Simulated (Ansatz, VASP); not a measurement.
## Two plane-wave programs on Al3Cu2

The input INCAR:

```
SYSTEM = Al3Cu2
ALGO = Normal
EDIFF = 1E-6
ENCUT = 520
GGA = PS
ISIF = 2
ISMEAR = 0
LASPH = .True.
LCHARG = .True.
LELF = .True.
LREAL = .False.
LVHAR = .True.
LWAVE = .False.
NBANDS = 24
NELM = 100
PREC = Accurate
SIGMA = 0.1
```

File KPOINTS:

```
k-points
0
Gamma
  2 2 2
  0 0 0
```

POSCAR

```
Al3Cu2
1.0
    4.0472680556      0.0074024528      0.0200421321
   -2.0172233156      3.4831102312     -0.0120505430
    0.0244543287     -0.0028593368      4.9807017204
Al Cu
3 2
Direct
   -0.0008572511     -0.0022964813     -0.0037870460
    0.3239394096      0.6152035583      0.3246428018
    0.6361111384      0.3216370404      0.6524015193
    0.2936928577      0.6558659016      0.8549848793
    0.6488481480      0.2910866889      0.1295631523
```

Input for Ansatz:

```yaml
crystal:
  lattice:
    - [4.0472680556, 0.0074024528, 0.0200421321]
    - [-2.0172233156, 3.4831102312, -0.012050543]
    - [0.0244543287, -0.0028593368, 4.9807017204]
  atoms:
    - { symbol: Al, position: [-0.0008572511, -0.0022964813, -0.003787046] }
    - { symbol: Al, position: [0.3239394096, 0.6152035583, 0.3246428018] }
    - { symbol: Al, position: [0.6361111384, 0.3216370404, 0.6524015193] }
    - { symbol: Cu, position: [0.2936928577, 0.6558659016, 0.8549848793] }
    - { symbol: Cu, position: [0.648848148, 0.2910866889, 0.1295631523] }
basis:
  ecutwfc: 420
kpoints:
  mp_grid: { grid: [2, 2, 2] }
hamiltonian:
  xc: pbesol
scf:
  occupations: { method: gaussian, width: 0.1 }
output:
  forces: true
  stress: true
  eigenvalues: true
```

Change from the starting cell: kmesh displaced: [2, 2, 2] Gamma-centred.

Alike in both runs: task single point; functional PBEsol; k mesh 2 × 2 × 2; occupations gaussian, width 0.1 eV; no spin polarisation.

|  | VASP | Ansatz |
| --- | --- | --- |
| version | VASP 6.6.1 | Ansatz 0.2.0 |
| potentials or method | VASP PAW PBE potentials, release 64 (Al, Cu), cutoff 520 eV | scalar-relativistic, plane waves, PAW |
| valence electrons in the cell | 31 | 47 |

Ansatz gave:

- gap on the k mesh at the Fermi level (eV): none
- pressure (GPa): 12.2
- traceless stress, the component that is largest in VASP (GPa): -9.22
- rms of the force components (eV/Å): 0.716

Q: Estimate VASP's values.

A: gap on the k mesh at the Fermi level (eV): none; pressure (GPa): 12.8; traceless stress, the component that is largest in VASP (GPa): -9.18; rms of the force components (eV/Å): 0.717.

VASP's potentials were made for PBE, not for PBEsol. Atom by atom the forces differ by 0.006 eV/Å (rms over components). A gap of «none» marks a metal or a gap that the smearing closes. VASP's potentials hold 31 valence electrons a cell and Ansatz's 47, so a difference there can come from the potentials and not from the codes.

The k mesh is coarse, so the values compare programs but aren't converged.
